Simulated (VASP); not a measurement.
MgO, 2 atoms in the cell. The structure is cubic, space group Fm-3m (No. 225). The conventional cell has a = 4.211 Å, b = 4.211 Å, c = 4.211 Å, α = 90.00°, β = 90.00°, γ = 90.00°. Within 2.8 Å of Mg (site symmetry m-3m) lie 6 O at 2.11 Å. Within 2.8 Å of O (site symmetry m-3m) lie 6 Mg at 2.11 Å. 

| Quantity | Value |
| --- | --- |
| Program | VASP 6.6.1 |
| Task | single point |
| Functional | PBE |
| Potentials or basis | VASP PAW PBE potentials, release 64 (Mg, O) |
| Cutoff | 600 eV |
| k mesh | 2 × 2 × 2 |
| Occupations | gaussian, width 0.01 eV |
| Spin | no spin polarisation |
| Dipole correction | no |
| Further INCAR settings | ALGO = Normal; EDIFF = 1e-06; NBANDS = 11 |

Potentials or basis: VASP PAW PBE potentials, release 64 (Mg, O).

The run is started by

```bash
$ cat potpaw_PBE.64/Mg/POTCAR potpaw_PBE.64/O/POTCAR > POTCAR
$ mpirun -np 1 vasp_std > vasp.out
```

Hardware: 1 thread of Intel(R) Xeon(R) 6975P-C (Granite Rapids), on a shared host.

**Question.** How long does it take, and how much memory?

**Answer.** Run time: 2.9 s on 1 thread of Intel(R) Xeon(R) 6975P-C (Granite Rapids), on a shared host, peak memory 0.13 GiB. Counts: scf iterations 12, k points 3.
